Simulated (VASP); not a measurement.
Here is a VASP 6.6.1 calculation.

The input POSCAR:

```
Sb
1.0
    2.1706020527      1.2531976795      3.8710910875
   -2.1706020527      1.2531976795      3.8710910875
    0.0000000000     -2.5063953589      3.8710910875
Sb
2
Direct
    0.2313018333      0.2313018333      0.2313018333
    0.7686981667      0.7686981667      0.7686981667
```

File INCAR.step1:

```
  PREC = Accurate
  ENCUT = 520
  ISMEAR = -1
  SIGMA = 0.1
  LREAL = False
  LASPH = True
  NELM = 100
  NBANDS = 12
  GGA = PE
  ALGO = Normal
  EDIFF = 1E-4
  LWAVE = True
  LCHARG = False
```

The input INCAR.step2:

```
  PREC = Accurate
  ENCUT = 520
  EDIFF = 1E-6
  ISMEAR = -1
  SIGMA = 0.1
  LREAL = False
  LASPH = True
  NELM = 100
  ALGO = Normal
  ISIF = 2
  LWAVE = False
  LCHARG = True
  METAGGA = R2SCAN
  LMIXTAU = True
  LELF = True
  LVHAR = True
  NBANDS = 12
  ISTART = 1
```

Contents of KPOINTS:

```
Automatic mesh
0
Gamma
  9 9 9
```

Potentials or basis: VASP PAW PBE potentials, release 64 (Sb).

Launch:

```bash
$ cat potpaw_PBE.64/Sb/POTCAR > POTCAR
$ cp INCAR.step1 INCAR
$ mpirun -np 1 vasp_std > vasp.out
$ cp INCAR.step2 INCAR
$ mpirun -np 1 vasp_std > vasp.out
```

**Question.** Estimate the band gap on the k mesh.

**Answer.** 0.13 eV, indirect (least direct gap 0.58 eV).

**Question.** Predict the largest force.

**Answer.** 0.054 eV/Å.

**Question.** Estimate the pressure.

**Answer.** 0.1 GPa.

Forces on the atoms (eV/Å):
```
Sb   0.000  0.000  0.054
Sb   0.000  0.000 -0.054
```

Caveat: the PAW data sets were made with another functional, which shifts forces and pressure a little; spin-orbit coupling is left out, which moves the levels of the heavy elements. A k mesh can miss the band edges.
